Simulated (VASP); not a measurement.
BN, 4 atoms in the cell. The typed cell holds 4 atoms: a = 2.555 Å, b = 2.555 Å, c = 4.225 Å, α = 90.00°, β = 90.00°, γ = 120.00°.  This cell differs from its parent crystal: atom 1 (B) moved +0.300 Å along Cartesian [1 1 0].

| Quantity | Value |
| --- | --- |
| Program | VASP 6.6.1 |
| Task | single point |
| Functional | PBE |
| Potentials or basis | VASP PAW PBE potentials, release 64 (B, N) |
| Cutoff | 520 eV |
| k mesh | 12 × 12 × 6 |
| Occupations | gaussian, width 0.05 eV |
| Spin | no spin polarisation |
| Dipole correction | no |
| Further INCAR settings | ALGO = Normal; EDIFF = 1e-06; NBANDS = 16 |

Potentials or basis: VASP PAW PBE potentials, release 64 (B, N).

Launch:

```bash
$ cat potpaw_PBE.64/B/POTCAR potpaw_PBE.64/N/POTCAR > POTCAR
$ mpirun -np 1 vasp_std > vasp.out
```

Hardware: 1 thread of Intel(R) Xeon(R) Platinum 8488C (Sapphire Rapids) (shared host).

Q: Estimate the wall time of this run.

A: Run time: 78 s on 1 thread of Intel(R) Xeon(R) Platinum 8488C (Sapphire Rapids) (shared host), peak memory 0.24 GiB. Counts: scf iterations 13, k points 436.
